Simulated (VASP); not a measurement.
# Li (P1) in VASP: further runs

The runs below take Li through single point, with PBE.

All numbers are computed with VASP 6.6.1; they aren't measurements. Logs are shortened: lines on timing, memory, paths and dates and some standing lists are left out, and cuts for length are marked.

## Step 1: The cell of the first run

The typed cell holds 16 atoms: a = 5.654 Å, b = 4.658 Å, c = 6.220 Å, α = 93.49°, β = 92.21°, γ = 64.57°.

## Step 2: Single point, PBE

INCAR reads:

```
SYSTEM = Li
  PREC = Accurate
  ENCUT = 520
  EDIFF = 1E-6
  ISMEAR = -1
  SIGMA = 0.1
  LREAL = Auto
  LASPH = .TRUE.
  NELM = 100
  ALGO = Normal
  ISIF = 2
  LWAVE = .FALSE.
  LCHARG = .FALSE.
  GGA = PE
  NBANDS = 38
```

KPOINTS reads:

```
regular mesh
0
G
  2 2 2
  0 0 0
```

POSCAR reads:

```
Li
1.0
    5.5401840000      1.1226460000     -0.1005420000
    1.1226460000      4.5180790000     -0.1535540000
   -0.1005420000     -0.1535540000      6.2177130000
Li
16
Direct
   -0.1178013807     -0.2318534576      0.0782689693
    0.4653336701     -0.2507412711      0.2281680182
    0.0918346787      0.1208455195      0.0422485816
    0.1242845156     -0.2086091305      0.4442410010
    0.0811873025      0.3196078420      0.4595001082
    0.7176463804      0.2444409152      0.0349466890
    0.4192939508     -0.1448586008      0.6110949532
    0.7512628670      0.1717218843      0.3572377904
   -0.1090667797      0.3770864258      0.7428193191
    0.2697826232      0.4488332368      0.1623819921
    0.3618988545      0.2246390132      0.8780045418
    0.4429714391      0.3280330470      0.5351819907
    0.7566086820      0.6599501317      0.3823445908
    0.7562679014     -0.0055851315      0.6921803995
    0.1276265082      0.7052874000      0.7953135704
    0.5767242248      0.7588184918      0.9283967629
```

Potentials or basis: VASP PAW PBE potentials, release 64 (Li_sv).

Started as:

```sh
cat potpaw_PBE.64/Li_sv/POTCAR > POTCAR
mpirun -np 1 vasp_std > vasp.out
```

OUTCAR:

```text
SYSTEM = Li
   PREC = Accurate
   ENCUT = 520
   EDIFF = 1E-6
   ISMEAR = -1
   LREAL = Auto
   LASPH = .TRUE.
   NELM = 100
   ISIF = 2
   GGA = PE

 ion  position               nearest neighbor table
   1  0.882  0.768  0.078-  16 1.95   6 2.03  10 2.12  13 2.21  15 2.21   8 2.37   3 2.43
   2  0.465  0.749  0.228-  13 1.77  16 2.00  10 2.14   4 2.32   3 2.39   7 2.40   6 2.43
   3  0.092  0.121  0.042-   6 1.94  11 2.10  10 2.24   9 2.26  15 2.34   2 2.39   1 2.43
   4  0.124  0.791  0.444-   7 2.05   8 2.17  10 2.22  12 2.23  15 2.24   5 2.32   2 2.32   5 2.36
                            13 2.42  14 2.45
   5  0.081  0.320  0.460-  13 1.91   9 2.04  12 2.10   8 2.31   4 2.32   4 2.36  10 2.40   7 2.40

   6  0.718  0.244  0.035-   3 1.94   1 2.03   8 2.04  11 2.24  16 2.31   9 2.33  14 2.34   2 2.43
                            10 2.44
   7  0.419  0.855  0.611-   4 2.05  16 2.13  11 2.24  13 2.25  14 2.29  12 2.34  15 2.40   2 2.40
                             5 2.40  12 2.42
   8  0.751  0.172  0.357-  12 1.94   6 2.04   4 2.17  14 2.28  13 2.28   5 2.31   1 2.37  13 2.39

   9  0.891  0.377  0.743-   5 2.04  16 2.20  14 2.22   3 2.26   6 2.33  15 2.43  11 2.56  13 2.59

  10  0.270  0.449  0.162-  11 1.97   1 2.12   2 2.14   4 2.22   3 2.24   5 2.40   6 2.44  12 2.48
                            15 2.58
  11  0.362  0.225  0.878-  10 1.97  16 2.02   3 2.10  15 2.14   6 2.24   7 2.24  12 2.32  14 2.33
                             9 2.56
  12  0.443  0.328  0.535-   8 1.94  14 2.05   5 2.10   4 2.23  11 2.32   7 2.34   7 2.42  15 2.46
                            10 2.48
  13  0.757  0.660  0.382-   2 1.77   5 1.91   1 2.21   7 2.25   8 2.28   8 2.39  14 2.40   4 2.42
                             9 2.59
  14  0.756  0.994  0.692-  12 2.05  15 2.05   9 2.22   8 2.28   7 2.29  11 2.33   6 2.34  16 2.38
                            13 2.40   4 2.45
  15  0.128  0.705  0.795-  14 2.05  11 2.14   1 2.21   4 2.24   3 2.34   7 2.40   9 2.43  12 2.46
                            10 2.58
  16  0.577  0.759  0.928-   1 1.95   2 2.00  11 2.02   7 2.13   9 2.20   6 2.31  14 2.38

  LATTYP: Found a triclinic cell.
 ALAT       =    12.0379854233
 B/A-ratio  =     0.4696532170
 C/A-ratio  =     1.4350964964
 COS(alpha) =     0.0076917128
 COS(beta)  =     0.6021270351
 COS(gamma) =     0.7930690126

  Lattice vectors:

 A1 = (  10.0582640000,  -2.1192330000,  -6.2652430000)
 A2 = (   5.5401840000,   1.1226460000,  -0.1005420000)
 A3 = (   2.3733300000, -12.1244830000, -12.0753060000)

Analysis of symmetry for initial positions (statically):
=====================================================================
 Subroutine PRICEL returns:
 Original cell was already a primitive cell.

 Routine SETGRP: Setting up the symmetry group for a
 triclinic supercell.

 Subroutine GETGRP returns: Found  1 space group operations
 (whereof  1 operations were pure point group operations)
 out of a pool of  2 trial point group operations.

The static configuration has the point symmetry C_1 .

Analysis of symmetry for dynamics (positions and initial velocities):
=====================================================================
 Subroutine PRICEL returns:
 Original cell was already a primitive cell.

 Routine SETGRP: Setting up the symmetry group for a
 triclinic supercell.

 Subroutine GETGRP returns: Found  1 space group operations
 (whereof  1 operations were pure point group operations)
 out of a pool of  2 trial point group operations.

The dynamic configuration has the point symmetry C_1 .

 Subroutine INISYM returns: Found  1 space group operations
 (whereof  1 operations are pure point group operations),
 and found     1 'primitive' translations

----------------------------------------------------------------------------------------

                                     Primitive cell

  volume of cell :     147.6575

  direct lattice vectors                    reciprocal lattice vectors
     5.540184000  1.122646000 -0.100542000     0.190092241 -0.047168978  0.001908944
     1.122646000  4.518079000 -0.153554000    -0.047168978  0.233223318  0.004997000
    -0.100542000 -0.153554000  6.217713000     0.001908944  0.004997000  0.160985114

  length of vectors
     5.653678580  4.657998575  6.220421407     0.195866324  0.237997896  0.161073962

  position of ions in fractional coordinates (direct lattice)
     0.882198619  0.768146542  0.078268969
     0.465333670  0.749258729  0.228168018
     0.091834679  0.120845520  0.042248582
     0.124284516  0.791390869  0.444241001
     0.081187302  0.319607842  0.459500108
     0.717646380  0.244440915  0.034946689
[... 8 lines left out ...]
     0.127626508  0.705287400  0.795313570
     0.576724225  0.758818492  0.928396763

  ion indices of the primitive-cell ions
   primitive index   ion index
                 1           1
                 2           2
                 3           3
                 4           4
                 5           5
                 6           6
[... 8 lines left out ...]
                15          15
                16          16

----------------------------------------------------------------------------------------

 KPOINTS: regular mesh

Automatic generation of k-mesh.
 Grid dimensions read from file:
 generate k-points for:    2    2    2

 Generating k-lattice:

  Cartesian coordinates                     Fractional coordinates (reciprocal lattice)
     0.095046121 -0.023584489  0.000954472     0.500000000  0.000000000  0.000000000
    -0.023584489  0.116611659  0.002498500    -0.000000000  0.500000000  0.000000000
     0.000954472  0.002498500  0.080492557     0.000000000 -0.000000000  0.500000000

  Length of vectors
     0.097933162  0.118998948  0.080536981

  Shift w.r.t. Gamma in fractional coordinates (k-lattice)
     0.000000000  0.000000000  0.000000000

 Subroutine IBZKPT returns following result:
 ===========================================

 Found      8 irreducible k-points:

 Following reciprocal coordinates:
            Coordinates               Weight
  0.000000  0.000000  0.000000      1.000000
  0.500000  0.000000  0.000000      1.000000
 -0.000000  0.500000  0.000000      1.000000
  0.500000  0.500000  0.000000      1.000000
  0.000000  0.000000  0.500000      1.000000
  0.500000 -0.000000  0.500000      1.000000
 -0.000000  0.500000  0.500000      1.000000
  0.500000  0.500000  0.500000      1.000000
   k-points           NKPTS =      8   k-points in BZ     NKDIM =      8   number of bands    NBANDS=     38
   number of dos      NEDOS =    301   number of ions     NIONS =     16
   total plane-waves  NPLWV =  72576
   dimension x,y,z NGX =    42 NGY =   36 NGZ =   48
   dimension x,y,z NGXF=    84 NGYF=   72 NGZF=   96
   ions per type =              16
   NGX,Y,Z   is equivalent  to a cutoff of  12.35, 12.85, 12.83 a.u.
   NGXF,Y,Z  is equivalent  to a cutoff of  24.70, 25.70, 25.66 a.u.
 SYSTEM =  Li
   PREC   = accura    normal or accurate (medium, high low for compatibility)
   ISTART =      0    job   : 0-new  1-cont  2-samecut
   ICHARG =      2    charge: 1-file 2-atom 10-const
   ISPIN  =      1    spin polarized calculation?
   LNONCOLLINEAR =      F non collinear calculations
   LSORBIT =      F    spin-orbit coupling
   LASPH  =      T    aspherical Exc in radial PAW
   ENCUT  =  520.0 eV  38.22 Ry    6.18 a.u.  10.51  8.66 11.57*2*pi/ulx,y,z
   NELM   =    100;   NELMIN=  2; NELMDL= -5     # of ELM steps
   EDIFF  = 0.1E-05   stopping-criterion for ELM
   LREAL  =      T    real-space projection
   EDIFFG = 0.1E-04   stopping-criterion for IOM
   NSW    =      0    number of steps for IOM
[... 5 lines left out ...]
   TEBEG  =    0.0;   TEEND  =   0.0 temperature during run
   PSTRESS=    0.0 pullay stress
   NELECT =      48.0000    total number of electrons
   NUPDOWN=      -1.0000    fix difference up-down
   EMIN   =  10.00;   EMAX   =-10.00  energy-range for DOS
   EFERMI =   0.00;   METHOD = LEGACY
   ISMEAR =    -1;   SIGMA  =   0.10  broadening in eV -4-tet -1-fermi 0-gaus
   EFERMI_NEDOS =   21; number of points for ismear=-14 and -15
   IALGO  =     38    algorithm
   IMIX   =      4    mixing-type and parameters
     AMIX     =   0.40;   BMIX     =  1.00
     AMIX_MAG =   1.60;   BMIX_MAG =  1.00
  volume/ion in A,a.u.               =       9.23        62.28
  Fermi-wavevector in a.u.,A,eV,Ry     =   1.125650  2.127170 17.239782  1.267088
  Thomas-Fermi vector in A             =   2.262328
   LORBIT       =      0    0 simple, 1 ext, 2 COOP (PROOUT), +10 PAW based schemes
   GGA     = PE    functional components
   LHFCALC =     F    Hartree Fock is set to
   AEXX    =    0.0000 exact exchange contribution
   IVDW    =     0    specifies the selected vdW correction
   LEPSILON=     F    determine dielectric tensor
   LRPA    =     F    only Hartree local field effects (RPA)
 non-spin polarized calculation
  energy-cutoff  :      520.00
  volume of cell :      147.66
 maximum number of plane-waves:      4008
   NGX = 21   NGY = 17   NGZ = 23

 number of electron      48.0000000 magnetization

 Free energy of the ion-electron system (eV)
  ---------------------------------------------------
  ext. energy  EPLUGINS =         0.00000000
  ---------------------------------------------------
  free energy    TOTEN  =       -15.87729418 eV

  energy without entropy =      -15.76650915  energy(sigma->0) =      -15.82190166

 E-fermi :   3.7339     XC(G=0):  -9.2600

 val. band max:        3.6953634710   @ k =   0.0000   0.0000   0.5000
 cond. band min:       3.7560506437   @ k =   0.5000   0.5000   0.0000
 fundamental gap:      0.0606871727
 Fermi energy:         3.7338637029

 k-point     1 :       0.0000    0.0000    0.0000
  band No.  band energies     occupation
      1     -42.7224      2.00000
      2     -42.5925      2.00000
      3     -42.4537      2.00000
      4     -42.3714      2.00000
      5     -42.3459      2.00000
      6     -42.2682      2.00000
[... 28 lines left out ...]
     35       9.1803      0.00000
     36       9.8869      0.00000
[... 241 lines left out ...]
      5     -42.3479      2.00000
      6     -42.2700      2.00000
[... 28 lines left out ...]
     35       9.8847      0.00000
     36      10.1705      0.00000
 [bands above 36 left out]

------------------------ aborting loop because EDIFF is reached ----------------------------------------

  FORCE on cell =-STRESS in cart. coord.  units (eV):
  Direction    XX          YY          ZZ          XY          YZ          ZX
  --------------------------------------------------------------------------------------
  -------------------------------------------------------------------------------------
  Total       37.4203934     34.1618384     36.3912412     -1.0580984     -0.3856187     -0.8156090
  in kB      406.0350304    370.6776399    394.8680756    -11.4810396     -4.1842075     -8.8498760
  external PRESSURE =     390.5269153 kB  Pullay stress =       0.0000000 kB

 VOLUME and BASIS-vectors are now :
 -----------------------------------------------------------------------------
  energy-cutoff  :      520.00
  volume of cell :      147.66
      direct lattice vectors                 reciprocal lattice vectors
     5.540184000  1.122646000 -0.100542000     0.190092241 -0.047168978  0.001908944
     1.122646000  4.518079000 -0.153554000    -0.047168978  0.233223318  0.004997000
    -0.100542000 -0.153554000  6.217713000     0.001908944  0.004997000  0.160985114

 POSITION                                       TOTAL-FORCE (eV/Angst)
 -----------------------------------------------------------------------------------
      5.74203      4.44892      0.28000         0.368506     -0.814110      0.361478
      3.39625      3.87258      1.25685        -1.108684      1.292962     -0.164625
      0.64020      0.64260      0.23490         0.463568     -0.340858      0.876353
      1.53235      3.64688      2.62815        -0.427122      0.655822     -0.354712
      0.76240      1.46460      2.79980         0.327954     -1.102402     -0.256252
      4.24680      1.90470      0.10760        -0.814072      0.692867      0.070706
[... 8 lines left out ...]
      1.41890      3.20770      4.82390         0.466061      0.381110      0.163316
      3.95370      3.93330      5.59800        -0.487390     -1.179485     -0.358385
 -----------------------------------------------------------------------------------
    total drift:                               -0.005870     -0.005268     -0.011647

  FREE ENERGIE OF THE ION-ELECTRON SYSTEM (eV)
  ---------------------------------------------------
  free  energy   TOTEN  =       -15.8772941751 eV

  energy  without entropy=      -15.7665091533  energy(sigma->0) =      -15.82190166
```

Run time: 49 s. Hardware: 1 thread of AMD EPYC 9R45 (Zen 5), shared host; peak memory 0.2 GiB.

Results:

```yaml
Free_energy: -15.8773 eV
Largest_force: 1.711 eV/Å
Band_gap_on_the_k_mesh: zero (band 24 reaches 3.97 eV, above the bottom of band 25 at 3.43 eV)
```

Forces in eV/Å, atoms in the order of the input:
```
Li   0.369 -0.814  0.361
Li  -1.109  1.293 -0.165
Li   0.464 -0.341  0.876
Li  -0.427  0.656 -0.355
Li   0.328 -1.102 -0.256
Li  -0.814  0.693  0.071
Li  -0.145 -0.780  0.197
Li  -0.335  0.048 -0.531
Li   0.070  0.133 -0.272
Li   0.227 -0.259  0.723
Li   0.069  0.781 -0.780
Li   0.274  0.419 -0.086
Li   0.117  0.228  0.417
Li   0.934 -0.155 -0.007
Li   0.466  0.381  0.163
Li  -0.487 -1.179 -0.358
```

Levels at points of the mesh, in eV from the Fermi level:
```csv
k point,band 20,band 21,band 22,band 23,band 24,band 25,band 26,band 27,band 28,band 29
"(0.00, 0.00, 0.00)",-1.29,-1.02,-0.85,-0.43,0.23,0.40,0.71,1.05,1.45,1.79
"(0.50, 0.00, 0.00)",-1.53,-1.25,-1.23,-1.09,-0.47,0.68,1.65,2.11,2.32,2.73
"(0.00, 0.50, 0.00)",-1.46,-1.32,-1.18,-0.92,-0.39,-0.31,0.64,1.33,1.46,1.74
"(0.50, 0.50, 0.00)",-1.44,-1.33,-1.13,-0.97,-0.52,0.02,0.66,0.90,1.43,1.67
"(0.00, 0.00, 0.50)",-0.72,-0.66,-0.33,-0.29,-0.21,-0.04,0.13,0.58,0.79,1.63
"(0.50, 0.00, 0.50)",-2.78,-1.08,-0.60,-0.40,0.22,1.14,1.33,1.89,2.31,2.62
"(0.00, 0.50, 0.50)",-2.36,-1.61,-1.15,-1.12,-0.19,0.85,1.11,1.72,1.81,2.39
"(0.50, 0.50, 0.50)",-2.41,-1.50,-1.20,-0.49,-0.44,0.73,0.94,1.26,1.77,2.30
```

Caveat: the k points lie up to 0.75 Å⁻¹ apart; the cutoff is under 1.25 times the usual one of these potentials, so pressure, stress and relaxed cells hold a basis-set (Pulay) error; forces of over 1 eV/Å act on the atoms, so gaps and moduli don't describe the material at rest.

## Step 3: Single point, PBE

This run uses another cell than the first one, of 10.38 Å³/atom, 1.125 times its volume.

INCAR reads:

```
SYSTEM = Li
  PREC = Accurate
  ENCUT = 520
  EDIFF = 1E-6
  ISMEAR = -1
  SIGMA = 0.1
  LREAL = Auto
  LASPH = .True.
  NELM = 100
  ALGO = Normal
  ISIF = 2
  LWAVE = .False.
  LCHARG = .False.
  GGA = PE
  NBANDS = 38
```

KPOINTS reads:

```
regular mesh
0
Gamma
  2 2 2
  0 0 0
```

POSCAR reads:

```
Li
1.0
    5.6527870000      0.4696770000     -0.1756030000
    0.4696770000      4.7749630000     -0.2766500000
   -0.1756030000     -0.2766500000      6.2228200000
Li
16
Direct
   -0.0514617475     -0.1890453917      0.1082409189
    0.5533545904     -0.0934130865      0.1299616566
   -0.0123039649      0.2804353070      0.0487595358
   -0.0149012088     -0.0358774227      0.5370969776
    0.1865913197      0.2590960229      0.2856012082
    0.4458739499      0.3409048842     -0.0259354859
    0.4928200432      0.0286760328      0.5949511480
    0.7252630860      0.1734606728      0.3748696361
   -0.0178611891      0.5545703723      0.6121959843
    0.2761454575      0.7115113541      0.2817262249
    0.1786046673      0.1483308371      0.7578556412
    0.4072445738      0.6071178612      0.6088513769
    0.7241984216      0.5973059855      0.3233447402
    0.7194319866      0.1909880421      0.7824380678
    0.2594181232      0.7181461438      0.9751093124
    0.7157960112      0.6636135157      0.8480856920
```

Potentials or basis: VASP PAW PBE potentials, release 64 (Li_sv).

Started as:

```sh
cat potpaw_PBE.64/Li_sv/POTCAR > POTCAR
mpirun -np 1 vasp_std > vasp.out
```

Run time: 53 s. Hardware: 1 thread of AMD EPYC 9R45 (Zen 5), shared host; peak memory 0.21 GiB.

Results (log left out):

* Free energy: -19.2374 eV
* Largest force: 2.410 eV/Å
* Band gap on the k mesh: zero (band 24 reaches 3.63 eV, above the bottom of band 25 at 2.94 eV)

Forces on the atoms (eV/Å):
```
Li  -0.317  0.306 -0.172
Li  -0.638  1.228 -0.272
Li  -0.801  0.150 -0.236
Li   0.335 -0.527 -0.675
Li   0.952 -0.216  1.369
Li   0.229 -0.914  1.136
Li  -0.375 -0.189 -1.110
Li  -0.587  0.878 -0.534
Li   0.176 -0.336  0.176
Li   0.098 -0.090  1.543
Li   0.215  0.271  0.737
Li   0.022 -0.655 -0.009
Li   0.074 -0.572  0.407
Li   0.828 -0.332  0.527
Li  -0.416  0.773 -2.244
Li   0.204  0.225 -0.643
```

Levels at points of the mesh, in eV from the Fermi level:
| k point | band 21 | band 22 | band 23 | band 24 | band 25 | band 26 | band 27 | band 28 |
| --- | --- | --- | --- | --- | --- | --- | --- | --- |
| (0.00, 0.00, 0.00) | -1.37 | -1.29 | -0.89 | -0.18 | -0.09 | 0.59 | 0.99 | 2.38 |
| (0.50, 0.00, 0.00) | -1.34 | -0.98 | -0.79 | -0.47 | 0.41 | 0.88 | 1.53 | 2.45 |
| (0.00, 0.50, 0.00) | -1.06 | -0.79 | -0.65 | -0.42 | -0.23 | 0.11 | 0.53 | 1.11 |
| (0.50, 0.50, 0.00) | -1.14 | -0.95 | -0.88 | -0.14 | -0.05 | 0.22 | 0.37 | 0.91 |
| (0.00, 0.00, 0.50) | -1.16 | -0.93 | -0.72 | -0.37 | 0.56 | 0.89 | 1.18 | 1.78 |
| (0.50, 0.00, 0.50) | -0.94 | -0.20 | 0.30 | 0.47 | 0.55 | 1.18 | 1.27 | 1.69 |
| (0.00, 0.50, 0.50) | -1.16 | -0.64 | -0.51 | -0.14 | 0.42 | 0.61 | 1.07 | 1.38 |
| (0.50, 0.50, 0.50) | -1.93 | -1.68 | -1.61 | -1.47 | 1.29 | 1.86 | 2.01 | 2.22 |

Caveat: the k points lie up to 0.67 Å⁻¹ apart; the cutoff is under 1.25 times the usual one of these potentials, so pressure, stress and relaxed cells hold a basis-set (Pulay) error; forces of over 1 eV/Å act on the atoms, so gaps and moduli don't describe the material at rest.
